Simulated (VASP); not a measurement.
A run of VASP 6.6.1 is set up as follows.

The input INCAR:

```
PREC = Accurate
ENCUT = 520
EDIFF = 1E-8
ISMEAR = -1
SIGMA = 0.02
LREAL = F
LASPH = T
NELM = 60
ALGO = Normal
ISIF = 2
LWAVE = F
LCHARG = F
GGA = PE
LEFG = T
NBANDS = 18
```

Contents of KPOINTS:

```
regular mesh
0
Gamma
  19 19 19
```

Contents of POSCAR:

```
Si2W
1.0
   -1.6069000000      1.6069000000      3.9149500000
    1.6069000000     -1.6069000000      3.9149500000
    1.6069000000      1.6069000000     -3.9149500000
Si W
2 1
Direct
    0.3347000000      0.3347000000      0.0000000000
    0.6653000000      0.6653000000      0.0000000000
    0.0000000000      0.0000000000      0.0000000000
```

Potentials or basis: VASP PAW PBE potentials, release 64 (Si, W_sv).

Command:

```bash
$ cat potpaw_PBE.64/Si/POTCAR potpaw_PBE.64/W_sv/POTCAR > POTCAR
$ mpirun -np 1 vasp_std > vasp.out
```

Problem. Predict the largest force.

Solution. 0.056 eV/Å.

Problem. Estimate the band gap on the k mesh.

Solution. Zero (bands 11 and 12 overlap by 1.23 eV).

Problem. Estimate the pressure.

Solution. 3.4 GPa.

Stress tensor (GPa, compression positive):
```
3.27 0.00 0.00
0.00 3.27 0.00
0.00 0.00 3.57
```

Caveat: the cell stands under pressure; without QUAD_EFG the Cq values of the log hold for a quadrupole moment of 1 mb, not for the nuclei; spin-orbit coupling is left out, which moves the levels of the heavy elements.
